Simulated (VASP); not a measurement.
# B (Pm-3m) in VASP: notebook

Runs on B. Level: PBEsol. Tasks: relaxation of cell and atoms, single point.

Everything below comes from runs of VASP 6.6.1. Logs are shortened: lines on timing, memory, paths and dates and some standing lists are left out, and cuts for length are marked.

### 1 The cell of the first run

The structure is cubic, space group Pm-3m (No. 221). The conventional cell has a = 1.646 Å, b = 1.646 Å, c = 1.646 Å, α = 90.00°, β = 90.00°, γ = 90.00°. B (site symmetry m-3m) has 6 B at 1.65 Å within 2.2 Å.

### 2 Relaxation of cell and atoms, PBEsol, target pressure 190 GPa, at which the enthalpy is minimised

Contents of INCAR:

```
SYSTEM = B
PREC     = Accurate       ! precision mode
ENCUT    = 600            ! plane-wave cutoff, eV
EDIFF    = 1E-6           ! SCF threshold, eV
ISMEAR   = -1             ! smearing method
SIGMA    = 0.1            ! smearing width, eV
LREAL    = .FALSE.        ! projectors in reciprocal space
LASPH    = .TRUE.         ! aspherical terms in the spheres
NELM     = 100            ! most SCF steps
ALGO     = Normal         ! electronic algorithm
ISIF     = 3              ! what is computed and relaxed
LWAVE    = .FALSE.        ! write WAVECAR
LCHARG   = .FALSE.        ! write CHGCAR
GGA      = PS             ! functional
IBRION   = 2              ! ionic algorithm
NSW      = 32             ! ionic steps
EDIFFG   = -0.005         ! ionic threshold
PSTRESS  = 1900.0
```

Contents of KPOINTS:

```
Automatic mesh
0
G
  22 22 22
  0 0 0
```

Contents of POSCAR:

```
B
1.0
    1.6459917746      0.0000000000      0.0000000000
    0.0000000000      1.6459917746      0.0000000000
    0.0000000000      0.0000000000      1.6459917746
B
1
Direct
    0.0000000000      0.0000000000      0.0000000000
```

Potentials or basis: VASP PAW PBE potentials, release 64 (B).

The run is started by

```sh
$ cat potpaw_PBE.64/B/POTCAR > POTCAR
$ mpirun -np 1 vasp_std > vasp.out
```

OUTCAR:

```text
SYSTEM = B
   PREC = Accurate
   ENCUT = 600
   EDIFF = 1E-6
   ISMEAR = -1
   LREAL = .FALSE.
   LASPH = .TRUE.
   NELM = 100
   ISIF = 3
   GGA = PS
   IBRION = 2
   NSW = 32
   EDIFFG = -0.005
   PSTRESS = 1900.0

 ion  position               nearest neighbor table
   1  0.000  0.000  0.000-

  LATTYP: Found a simple cubic cell.
 ALAT       =     1.6459917746

  Lattice vectors:

 A1 = (   1.6459917746,   0.0000000000,   0.0000000000)
 A2 = (   0.0000000000,   1.6459917746,   0.0000000000)
 A3 = (   0.0000000000,   0.0000000000,   1.6459917746)

Analysis of symmetry for initial positions (statically):
=====================================================================
 Subroutine PRICEL returns:
 Original cell was already a primitive cell.

 Routine SETGRP: Setting up the symmetry group for a
 simple cubic supercell.

 Subroutine GETGRP returns: Found 48 space group operations
 (whereof 48 operations were pure point group operations)
 out of a pool of 48 trial point group operations.

The static configuration has the point symmetry O_h .

Analysis of symmetry for dynamics (positions and initial velocities):
=====================================================================
 Subroutine PRICEL returns:
 Original cell was already a primitive cell.

 Routine SETGRP: Setting up the symmetry group for a
 simple cubic supercell.

 Subroutine GETGRP returns: Found 48 space group operations
 (whereof 48 operations were pure point group operations)
 out of a pool of 48 trial point group operations.

The dynamic configuration has the point symmetry O_h .

 Subroutine INISYM returns: Found 48 space group operations
 (whereof 48 operations are pure point group operations),
 and found     1 'primitive' translations

----------------------------------------------------------------------------------------

                                     Primitive cell

  volume of cell :       4.4595

  direct lattice vectors                    reciprocal lattice vectors
     1.645991775  0.000000000  0.000000000     0.607536450  0.000000000  0.000000000
     0.000000000  1.645991775  0.000000000     0.000000000  0.607536450  0.000000000
     0.000000000  0.000000000  1.645991775     0.000000000  0.000000000  0.607536450

  length of vectors
     1.645991775  1.645991775  1.645991775     0.607536450  0.607536450  0.607536450

[... 80 lines left out ...]
   EDIFFG = -.5E-02   stopping-criterion for IOM
   NSW    =     32    number of steps for IOM
   IBRION =      2    ionic relax: 0-MD 1-quasi-New 2-CG
   NFREE  =      1    steps in history (QN), initial steepest desc. (CG)
   ISIF   =      3    stress and relaxation
   ISYM   =      2    0-nonsym 1-usesym 2-fastsym
   POTIM  = 0.5000    time-step for ionic-motion
   TEBEG  =    0.0;   TEEND  =   0.0 temperature during run
   PSTRESS= 1900.0 pullay stress
   NELECT =       3.0000    total number of electrons
   NUPDOWN=      -1.0000    fix difference up-down
   EMIN   =  10.00;   EMAX   =-10.00  energy-range for DOS
   EFERMI =   0.00;   METHOD = LEGACY
   ISMEAR =    -1;   SIGMA  =   0.10  broadening in eV -4-tet -1-fermi 0-gaus
   EFERMI_NEDOS =   21; number of points for ismear=-14 and -15
   IALGO  =     38    algorithm
   IMIX   =      4    mixing-type and parameters
     AMIX     =   0.40;   BMIX     =  1.00
     AMIX_MAG =   1.60;   BMIX_MAG =  1.00
  volume/ion in A,a.u.               =       4.46        30.09
  Fermi-wavevector in a.u.,A,eV,Ry     =   1.434457  2.710731 27.996265  2.057667
  Thomas-Fermi vector in A             =   2.553864
   LORBIT       =      0    0 simple, 1 ext, 2 COOP (PROOUT), +10 PAW based schemes
   GGA     = PS    functional components
   LHFCALC =     F    Hartree Fock is set to
   AEXX    =    0.0000 exact exchange contribution
   IVDW    =     0    specifies the selected vdW correction
   LEPSILON=     F    determine dielectric tensor
   LRPA    =     F    only Hartree local field effects (RPA)
 conjugate gradient relaxation of ions
 non-spin polarized calculation
  energy-cutoff  :      600.00
  volume of cell :        4.46
 maximum number of plane-waves:       160
 NGX is ok and might be reduce to    14
   NGX =  7   NGY =  7   NGZ =  7

--------------------------------------- Ionic step        1  -------------------------------------------

 number of electron       3.0000000 magnetization

 Free energy of the ion-electron system (eV)
  ---------------------------------------------------
  ext. energy  EPLUGINS =         0.00000000
  ---------------------------------------------------
  free energy    TOTEN  =        -5.02937842 eV

  energy without entropy =       -5.02347721  energy(sigma->0) =       -5.02642782

------------------------ aborting loop because EDIFF is reached ----------------------------------------

  FORCE on cell =-STRESS in cart. coord.  units (eV):
  Direction    XX          YY          ZZ          XY          YZ          ZX
  --------------------------------------------------------------------------------------
  -------------------------------------------------------------------------------------
  Total        5.3229772      5.3229772      5.3229772      0.0000000     -0.0000000     -0.0000000
  in kB     1912.4152883   1912.4152883   1912.4152883      0.0000000     -0.0000000     -0.0000000
  external PRESSURE =      12.4152883 kB  Pullay stress =    1900.0000000 kB
[... 61 lines left out ...]
--------------------------------------- Ionic step        3  -------------------------------------------

 number of electron       3.0000000 magnetization

 Free energy of the ion-electron system (eV)
  ---------------------------------------------------
  ext. energy  EPLUGINS =         0.00000000
  ---------------------------------------------------
  free energy    TOTEN  =        -5.03751670 eV

  energy without entropy =       -5.03161075  energy(sigma->0) =       -5.03456372

 E-fermi :  11.6188     XC(G=0): -14.1693

 val. band max:       11.5453818459   @ k =   0.5000   0.3636   0.3182
 cond. band min:      11.6380379413   @ k =   0.5000   0.4545   0.2727
 fundamental gap:      0.0926560954
 Fermi energy:        11.6187630816

 k-point     1 :       0.0000    0.0000    0.0000
  band No.  band energies     occupation
      1      -8.4561      2.00000
      2      30.3857      0.00000
      3      30.3857      0.00000
      4      30.3857      0.00000
      5      41.5762      0.00000
[... 177 lines left out ...]
 k-point    24 :       0.0909    0.0909    0.0000
  band No.  band energies     occupation
      1      -7.7737      2.00000
      2      25.6409      0.00000
      3      28.4931      0.00000
      4      31.0639      0.00000
      5      44.5830      0.00000

 [... further k-points ...]
[... 5 lines left out ...]
  --------------------------------------------------------------------------------------
  -------------------------------------------------------------------------------------
  Total        5.2964490      5.2964490      5.2964490      0.0000000     -0.0000000     -0.0000000
  in kB     1899.9698242   1899.9698242   1899.9698242      0.0000000     -0.0000000     -0.0000000
  external PRESSURE =      -0.0301758 kB  Pullay stress =    1900.0000000 kB
[... 20 lines left out ...]
  energy  without entropy=       -5.0316107457  energy(sigma->0) =       -5.03456372

  enthalpy is  TOTEN    =         0.2590164491 eV   P V=        5.2965331483

 reached required accuracy - stopping structural energy minimisation
```

OSZICAR:

```text
N       E                     dE             d eps       ncg     rms          rms(c)
DAV:   1     0.231874963642E+00    0.23187E+00   -0.18560E+03  3840   0.551E+02
[... 14 lines left out ...]
DAV:   4    -0.505576070100E+01    0.28909E-07   -0.23311E-09  1840   0.727E-04
   2 F= 0.25915307E+00 E0= 0.26211149E+00  d E =0.110743E-03
       N       E                     dE             d eps       ncg     rms          rms(c)
DAV:   1    -0.503752070463E+01    0.18240E-01   -0.69059E-04  3960   0.358E-01    0.186E-02
DAV:   2    -0.503751783183E+01    0.28728E-05   -0.11287E-06  3790   0.140E-02    0.107E-02
DAV:   3    -0.503751668181E+01    0.11500E-05   -0.12861E-06  2405   0.112E-02    0.590E-04
DAV:   4    -0.503751669920E+01   -0.17393E-07   -0.86419E-09  1840   0.157E-03
   3 F= 0.25901645E+00 E0= 0.26196943E+00  d E =-.258738E-04
```

CONTCAR:

```text
B
   1.00000000000000
     1.6468329912575801    0.0000000000000000   -0.0000000000000000
     0.0000000000000000    1.6468329912575801   -0.0000000000000000
     0.0000000000000000   -0.0000000000000000    1.6468329912575801
  B
     1
Direct
     0.0000000000000000    0.0000000000000000    0.0000000000000000

  0.00000000E+00  0.00000000E+00  0.00000000E+00
```

It took 6.2 s on 1 thread of Intel Xeon Platinum 8259CL at 2.50GHz (Skylake/Cascade Lake), shared host; peak memory 0.11 GiB.

What came out:

```
Free energy                                            : -5.0375 eV
Relaxed volume                                         : 4.47 Å³/atom
Relaxed cell                                           : a = 1.647 Å, b = 1.647 Å, c = 1.647 Å, α = 90.00°, β = 90.00°, γ = 90.00°
Space group after relaxing (to 0.05 Å)                 : Pm-3m (No. 221)
Energy change on relaxing (the enthalpy is what falls) : -8.1 meV/atom
Ionic steps                                            : 3
Pressure after relaxing                                : 190.0 GPa
```

Step by step:
| step | energy change (eV) | largest force (eV/Å) | pressure (GPa) | volume (Å³) |
| --- | --- | --- | --- | --- |
| 1 | 0.0000 | 0.0000 | 191.24 | 4.46 |
| 2 | -0.0264 | 0.0000 | 187.21 | 4.48 |
| 3 | -0.0081 | 0.0000 | 190.00 | 4.47 |

Final structure:
```cif
data_structure
_symmetry_space_group_name_H-M 'P 1'
_symmetry_Int_Tables_number 1
_cell_length_a 1.6468
_cell_length_b 1.6468
_cell_length_c 1.6468
_cell_angle_alpha 90.000
_cell_angle_beta 90.000
_cell_angle_gamma 90.000
_cell_volume 4.47
loop_
_atom_site_label
_atom_site_type_symbol
_atom_site_fract_x
_atom_site_fract_y
_atom_site_fract_z
_atom_site_occupancy
B1 B 0.00000 0.00000 0.00000 1
```

Caveat: the cell is relaxed towards a set pressure, so the enthalpy falls and the energy may rise; the PAW data sets were made with another functional, which shifts forces and pressure a little.

### 3 Single point, PBEsol

Contents of INCAR:

```
PREC = Accurate
ENCUT = 520
EDIFF = 1E-6
ISMEAR = -1
SIGMA = 0.1
LREAL = F
LASPH = T
NELM = 60
ALGO = Normal
ISIF = 2
LWAVE = F
LCHARG = T
GGA = PS
LELF = T
LVHAR = T
NBANDS = 8
```

Contents of KPOINTS:

```
regular mesh
0
Gamma
  22 22 22
```

POSCAR is that of step 2.

Potentials or basis: VASP PAW PBE potentials, release 64 (B).

The run is started by

```sh
$ cat potpaw_PBE.64/B/POTCAR > POTCAR
$ mpirun -np 1 vasp_std > vasp.out
```

Run time: 6 s. Hardware: 1 thread of Intel Xeon 6975P-C, shared host; peak memory 0.11 GiB.

The run converged. Its results:

- Free energy: -5.0284 eV
- Pressure: 191.3 GPa

Levels at points of the mesh, in eV from the Fermi level:
```
           k point  band 1  band 2  band 3  band 4  band 5
(0.00, 0.00, 0.00)  -20.09   18.79   18.79   18.79   29.99
(0.50, 0.00, 0.00)  -11.95   -6.37   24.73   24.73   38.85
(0.50, 0.50, 0.00)   -2.98   -2.98    8.31    9.14   29.62
(0.50, 0.50, 0.50)    4.82    4.82    4.82   19.68   19.68
```

Caveat: the PAW data sets were made with another functional, which shifts forces and pressure a little.
